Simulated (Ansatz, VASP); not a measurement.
## Two plane-wave programs on W

Contents of INCAR:

```
SYSTEM = W
ALGO = Fast ; EDIFF = 1E-6
ENCUT = 520 ; GGA = PS
ISIF = 2 ; ISMEAR = 0
LASPH = .TRUE. ; LCHARG = .FALSE.
LREAL = .FALSE. ; LWAVE = .FALSE.
NBANDS = 13 ; NELM = 100
PREC = Accurate ; SIGMA = 0.15
```

The input KPOINTS:

```
k-points
0
G
  20 20 20
  0 0 0
```

POSCAR

```
W
1.0
   -1.6212595000      1.5973000000      1.6212595000
    1.5733405000     -1.5973000000      1.5733405000
    1.6212595000      1.5973000000     -1.6212595000
W
1
Direct
    0.0000000000      0.0000000000      0.0000000000
```

Input for Ansatz:

```yaml
crystal:
  lattice:
    - [-1.6212595, 1.5973, 1.6212595]
    - [1.5733405, -1.5973, 1.5733405]
    - [1.6212595, 1.5973, -1.6212595]
  atoms:
    - { symbol: W, position: [0.0, 0.0, 0.0] }
basis:
  ecutwfc: 420
kpoints:
  mp_grid: { grid: [20, 20, 20] }
hamiltonian:
  xc: pbesol
scf:
  occupations: { method: gaussian, width: 0.15 }
output:
  forces: true
  stress: true
  eigenvalues: true
```

Change from the starting cell: strain -0.0300 x Voigt [0, 0, 0, 0, 1, 0], atoms carried along.

Alike in both runs: task single point; functional PBEsol; k mesh 20 × 20 × 20; occupations gaussian, width 0.15 eV; no spin polarisation.

|  | VASP | Ansatz |
| --- | --- | --- |
| version | VASP 6.6.1 | Ansatz 0.2.0 |
| potentials or method | VASP PAW PBE potentials, release 64 (W_sv), cutoff 520 eV | scalar-relativistic, plane waves, PAW |
| valence electrons in the cell | 14 | 14 |

Ansatz gave:

| Property | Result |
| --- | --- |
| gap on the k mesh at the Fermi level (eV) | none |
| pressure (GPa) | -11.2 |
| traceless stress, the component that is largest in VASP (GPa) | 4.10 |

Q: Which values does VASP return?

A: gap on the k mesh at the Fermi level (eV): none; pressure (GPa): -10.8; traceless stress, the component that is largest in VASP (GPa): 4.16.

VASP's potentials were made for PBE, not for PBEsol. A gap of «none» marks a metal or a gap that the smearing closes.

Neither program's run includes spin-orbit coupling.
